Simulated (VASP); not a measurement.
# W (Im-3m) in VASP: further runs, part 2 of 2

VASP 6.6.1. Earlier steps stand in the parts before.

## 3. Relaxation of cell and atoms, PBEsol

This run uses another cell than the first one, of 15.71 Å³/atom, 1.002 times its volume.

File INCAR:

```
SYSTEM = W
PREC = Accurate
ENCUT = 600
EDIFF = 1E-6
ISMEAR = 0
SIGMA = 0.1
LREAL = .False.
LASPH = .True.
NELM = 80
ALGO = Fast
ISIF = 3
LWAVE = .False.
LCHARG = .False.
GGA = PS
IBRION = 2
NSW = 100
EDIFFG = -0.002
```

File KPOINTS:

```
Automatic mesh
0
Gamma
  16 16 16
  0 0 0
```

File POSCAR:

```
W
1.0
   -1.5777232505      1.5777232505      1.5777232505
    1.5777232505     -1.5777232505      1.5777232505
    1.5777232505      1.5777232505     -1.5777232505
W
1
Direct
    0.0000000000      0.0000000000      0.0000000000
```

Potentials or basis: VASP PAW PBE potentials, release 64 (W_sv).

The run is started by

```bash
cat potpaw_PBE.64/W_sv/POTCAR > POTCAR
mpirun -np 1 vasp_std > vasp.out
```

OUTCAR:

```text
SYSTEM = W
   PREC = Accurate
   ENCUT = 600
   EDIFF = 1E-6
   ISMEAR = 0
   LREAL = .False.
   LASPH = .True.
   NELM = 80
   ISIF = 3
   GGA = PS
   IBRION = 2
   NSW = 100
   EDIFFG = -0.002

 ion  position               nearest neighbor table
   1  0.000  0.000  0.000-

  LATTYP: Found a body centered cubic cell.
 ALAT       =     3.1554465010

  Lattice vectors:

 A1 = (  -1.5777232505,   1.5777232505,   1.5777232505)
 A2 = (   1.5777232505,  -1.5777232505,   1.5777232505)
 A3 = (   1.5777232505,   1.5777232505,  -1.5777232505)

Analysis of symmetry for initial positions (statically):
=====================================================================
 Subroutine PRICEL returns:
 Original cell was already a primitive cell.

 Routine SETGRP: Setting up the symmetry group for a
 body centered cubic supercell.

 Subroutine GETGRP returns: Found 48 space group operations
 (whereof 48 operations were pure point group operations)
 out of a pool of 48 trial point group operations.

The static configuration has the point symmetry O_h .

Analysis of symmetry for dynamics (positions and initial velocities):
=====================================================================
 Subroutine PRICEL returns:
 Original cell was already a primitive cell.

 Routine SETGRP: Setting up the symmetry group for a
 body centered cubic supercell.

 Subroutine GETGRP returns: Found 48 space group operations
 (whereof 48 operations were pure point group operations)
 out of a pool of 48 trial point group operations.

The dynamic configuration has the point symmetry O_h .

 Subroutine INISYM returns: Found 48 space group operations
 (whereof 48 operations are pure point group operations),
 and found     1 'primitive' translations

----------------------------------------------------------------------------------------

                                     Primitive cell

  volume of cell :      15.7091

  direct lattice vectors                    reciprocal lattice vectors
    -1.577723251  1.577723251  1.577723251     0.000000000  0.316912361  0.316912361
     1.577723251 -1.577723251  1.577723251     0.316912361  0.000000000  0.316912361
     1.577723251  1.577723251 -1.577723251     0.316912361  0.316912361  0.000000000

  length of vectors
     2.732696830  2.732696830  2.732696830     0.448181759  0.448181759  0.448181759

  position of ions in fractional coordinates (direct lattice)
     0.000000000  0.000000000  0.000000000

  ion indices of the primitive-cell ions
   primitive index   ion index
                 1           1

----------------------------------------------------------------------------------------

 KPOINTS: Automatic mesh

Automatic generation of k-mesh.
 Grid dimensions read from file:
 generate k-points for:   16   16   16

 Generating k-lattice:

  Cartesian coordinates                     Fractional coordinates (reciprocal lattice)
     0.000000000  0.019807023  0.019807023     0.062500000  0.000000000  0.000000000
     0.019807023  0.000000000  0.019807023     0.000000000  0.062500000  0.000000000
     0.019807023  0.019807023  0.000000000     0.000000000  0.000000000  0.062500000

  Length of vectors
     0.028011360  0.028011360  0.028011360

  Shift w.r.t. Gamma in fractional coordinates (k-lattice)
     0.000000000  0.000000000  0.000000000

 Subroutine IBZKPT returns following result:
 ===========================================

 Found    145 irreducible k-points:

 Following reciprocal coordinates:
            Coordinates               Weight
  0.000000  0.000000  0.000000      1.000000
  0.062500  0.000000  0.000000     12.000000
  0.125000  0.000000  0.000000     12.000000
  0.187500  0.000000  0.000000     12.000000
  0.250000  0.000000  0.000000     12.000000
  0.312500  0.000000  0.000000     12.000000
[... 16 lines left out ...]
  0.187500  0.187500  0.000000     24.000000
  0.250000  0.187500  0.000000     48.000000
 [... further k-points ...]
   k-points           NKPTS =    145   k-points in BZ     NKDIM =    145   number of bands    NBANDS=     11
   number of dos      NEDOS =    301   number of ions     NIONS =      1
   total plane-waves  NPLWV =  13824
   dimension x,y,z NGX =    24 NGY =   24 NGZ =   24
   dimension x,y,z NGXF=    48 NGYF=   48 NGZF=   48
   ions per type =               1
   NGX,Y,Z   is equivalent  to a cutoff of  14.60, 14.60, 14.60 a.u.
   NGXF,Y,Z  is equivalent  to a cutoff of  29.20, 29.20, 29.20 a.u.
 SYSTEM =  W
   PREC   = accura    normal or accurate (medium, high low for compatibility)
   ISTART =      0    job   : 0-new  1-cont  2-samecut
   ICHARG =      2    charge: 1-file 2-atom 10-const
   ISPIN  =      1    spin polarized calculation?
   LNONCOLLINEAR =      F non collinear calculations
   LSORBIT =      F    spin-orbit coupling
   LASPH  =      T    aspherical Exc in radial PAW
   ENCUT  =  600.0 eV  44.10 Ry    6.64 a.u.   5.46  5.46  5.46*2*pi/ulx,y,z
   NELM   =     80;   NELMIN=  2; NELMDL= -5     # of ELM steps
   EDIFF  = 0.1E-05   stopping-criterion for ELM
   LREAL  =      F    real-space projection
   EDIFFG = -.2E-02   stopping-criterion for IOM
   NSW    =    100    number of steps for IOM
   IBRION =      2    ionic relax: 0-MD 1-quasi-New 2-CG
   NFREE  =      1    steps in history (QN), initial steepest desc. (CG)
   ISIF   =      3    stress and relaxation
   ISYM   =      2    0-nonsym 1-usesym 2-fastsym
   POTIM  = 0.5000    time-step for ionic-motion
   TEBEG  =    0.0;   TEEND  =   0.0 temperature during run
   PSTRESS=    0.0 pullay stress
   NELECT =      14.0000    total number of electrons
   NUPDOWN=      -1.0000    fix difference up-down
   EMIN   =  10.00;   EMAX   =-10.00  energy-range for DOS
   EFERMI =   0.00;   METHOD = LEGACY
   ISMEAR =     0;   SIGMA  =   0.10  broadening in eV -4-tet -1-fermi 0-gaus
   EFERMI_NEDOS =   21; number of points for ismear=-14 and -15
   IALGO  =     68    algorithm
   IMIX   =      4    mixing-type and parameters
     AMIX     =   0.40;   BMIX     =  1.00
     AMIX_MAG =   1.60;   BMIX_MAG =  1.00
  volume/ion in A,a.u.               =      15.71       106.01
  Fermi-wavevector in a.u.,A,eV,Ry     =   1.575433  2.977137 33.769525  2.481990
  Thomas-Fermi vector in A             =   2.676418
   LORBIT       =      0    0 simple, 1 ext, 2 COOP (PROOUT), +10 PAW based schemes
   GGA     = PS    functional components
   LHFCALC =     F    Hartree Fock is set to
   AEXX    =    0.0000 exact exchange contribution
   IVDW    =     0    specifies the selected vdW correction
   LEPSILON=     F    determine dielectric tensor
   LRPA    =     F    only Hartree local field effects (RPA)
 conjugate gradient relaxation of ions
 non-spin polarized calculation
 RMM-DIIS sequential band-by-band and
 Gauss-broadening in eV      SIGMA  =   0.10
  energy-cutoff  :      600.00
  volume of cell :       15.71
 maximum number of plane-waves:       540
 NGX is ok and might be reduce to    24
   NGX = 11   NGY = 11   NGZ = 11

 number of electron      14.0000001 magnetization

 Free energy of the ion-electron system (eV)
  ---------------------------------------------------
  ext. energy  EPLUGINS =         0.00000000
  ---------------------------------------------------
  free energy    TOTEN  =       -13.80977431 eV

  energy without entropy =      -13.80679632  energy(sigma->0) =      -13.80828532

 E-fermi :  11.4460     XC(G=0): -13.8114

 val. band max:       11.4418567470   @ k =  -0.3125   0.3125   0.1875
 cond. band min:      11.4572924974   @ k =  -0.2500   0.2500   0.1250
 fundamental gap:      0.0154357504
 Fermi energy:        11.4459697806

 k-point     1 :       0.0000    0.0000    0.0000
  band No.  band energies     occupation
      1     -62.7240      2.00000
      2     -26.2686      2.00000
      3     -26.2686      2.00000
      4     -26.2686      2.00000
      5       1.7021      2.00000
      6      10.1575      2.00000
      7      10.1575      2.00000
      8      10.1575      2.00000
      9      13.6649      0.00000
     10      13.6649      0.00000
     11      25.9673      0.00000
[... 309 lines left out ...]
 k-point    24 :       0.2500    0.1875    0.0000
  band No.  band energies     occupation
      1     -62.5999      2.00000
      2     -27.3181      2.00000
      3     -26.7052      2.00000
      4     -26.3841      2.00000
      5       6.0133      2.00000
      6       8.2323      2.00000
      7       9.0696      2.00000
      8      12.9789      0.00000
      9      14.5386      0.00000
     10      16.7932      0.00000
     11      23.9847      0.00000

 [... further k-points ...]
[... 5 lines left out ...]
  --------------------------------------------------------------------------------------
  -------------------------------------------------------------------------------------
  Total        0.0017335      0.0017335      0.0017335      0.0000000      0.0000000     -0.0000000
  in kB        0.1767984      0.1767984      0.1767984      0.0000000      0.0000000     -0.0000000
  external PRESSURE =       0.1767984 kB  Pullay stress =       0.0000000 kB

 VOLUME and BASIS-vectors are now :
 -----------------------------------------------------------------------------
  energy-cutoff  :      600.00
  volume of cell :       15.71
      direct lattice vectors                 reciprocal lattice vectors
    -1.577723251  1.577723251  1.577723251     0.000000000  0.316912361  0.316912361
     1.577723251 -1.577723251  1.577723251     0.316912361  0.000000000  0.316912361
     1.577723251  1.577723251 -1.577723251     0.316912361  0.316912361  0.000000000

 POSITION                                       TOTAL-FORCE (eV/Angst)
 -----------------------------------------------------------------------------------
      0.00000      0.00000      0.00000         0.000000     -0.000000      0.000000
 -----------------------------------------------------------------------------------
    total drift:                               -0.000000      0.000000      0.000000

  FREE ENERGIE OF THE ION-ELECTRON SYSTEM (eV)
  ---------------------------------------------------
  free  energy   TOTEN  =       -13.8097743142 eV

  energy  without entropy=      -13.8067963171  energy(sigma->0) =      -13.80828532

 reached required accuracy - stopping structural energy minimisation
```

OSZICAR:

```text
N       E                     dE             d eps       ncg     rms          rms(c)
DAV:   1     0.830488733205E+02    0.83049E+02   -0.85991E+03  3190   0.160E+03
DAV:   2    -0.128507688263E+02   -0.95900E+02   -0.92613E+02  3418   0.358E+02
DAV:   3    -0.144905614692E+02   -0.16398E+01   -0.16215E+01  3687   0.454E+01
DAV:   4    -0.144997960742E+02   -0.92346E-02   -0.92335E-02  3415   0.369E+00
DAV:   5    -0.144998688137E+02   -0.72740E-04   -0.72741E-04  3595   0.336E-01    0.220E+01
RMM:   6    -0.139556381796E+02    0.54423E+00   -0.58280E-01  3194   0.794E+00    0.910E+00
RMM:   7    -0.138131756674E+02    0.14246E+00   -0.45525E-01  3200   0.673E+00    0.841E-01
RMM:   8    -0.138099788177E+02    0.31968E-02   -0.16536E-02  3253   0.151E+00    0.221E-01
RMM:   9    -0.138097550145E+02    0.22380E-03   -0.25783E-03  3203   0.627E-01    0.149E-02
RMM:  10    -0.138097746188E+02   -0.19604E-04   -0.20934E-04  3405   0.213E-01    0.751E-03
RMM:  11    -0.138097734390E+02    0.11798E-05   -0.57959E-05  3276   0.109E-01    0.131E-02
RMM:  12    -0.138097739105E+02   -0.47148E-06   -0.12650E-05  2981   0.531E-02    0.156E-03
RMM:  13    -0.138097743142E+02   -0.40367E-06   -0.37364E-06  2457   0.260E-02
   1 F= -.13809774E+02 E0= -.13808285E+02  d E =-.138098E+02
```

Run time: 11 s. Hardware: 1 thread of Intel Xeon 6975P-C (Granite Rapids), shared host; peak memory 0.16 GiB.

What came out:

```yaml
Free_energy: -13.8098 eV
Pressure_after_relaxing: 0.0 GPa
Band_gap_on_the_k_mesh: zero (band 7 reaches 16.65 eV, above the bottom of band 8 at 10.16 eV)
```

Final structure:
```
W
1.0
    -1.57772    1.57772    1.57772
     1.57772   -1.57772    1.57772
     1.57772    1.57772   -1.57772
W
1
Direct
  0.00000 0.00000 0.00000
```

Caveat: the relaxation stopped at its first step, so nothing moved; the PAW data sets were made with another functional, which shifts forces and pressure a little; spin-orbit coupling is left out, which moves the levels of the heavy elements.
